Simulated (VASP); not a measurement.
A run of VASP 6.6.1:

File INCAR:

```
ALGO = Normal
EDIFF = 1E-7
ENCUT = 520
ISIF = 2
ISMEAR = 0
LASPH = True
LCHARG = False
LREAL = False
LWAVE = False
NBANDS = 35
NELM = 80
PREC = Accurate
SIGMA = 0.01
```

Contents of KPOINTS:

```
k-points
0
Gamma
  6 6 2
```

The input POSCAR:

```
SnO2
1.0
    3.2305760000      0.0000000000      0.0000000000
   -1.6152880000      2.7977608849      0.0000000000
    0.0000000000      0.0000000000     10.7905620000
Sn O
2 4
Direct
    0.0000000000      0.0000000000      0.5000000000
    0.0000000000      0.0000000000      0.0000000000
    0.6666666667      0.3333333333      0.4058620000
    0.6666666667      0.3333333333      0.0941380000
    0.3333333333      0.6666666667      0.5941380000
    0.3333333333      0.6666666667      0.9058620000
```

Potentials or basis: VASP PAW LDA potentials, release 64 (Sn_d, O).

Command:

```bash
$ cat potpaw_LDA.64/Sn_d/POTCAR potpaw_LDA.64/O/POTCAR > POTCAR
$ mpirun -np 1 vasp_std > vasp.out
```

Hardware: 1 thread of Intel Xeon 8259CL, with other jobs on the host.

Problem. How long does it take, and how much memory?

Solution. Wall time 52 s on 1 thread of Intel Xeon 8259CL, with other jobs on the host, peak memory 0.19 GiB. Counts: scf iterations 14, k points 14.
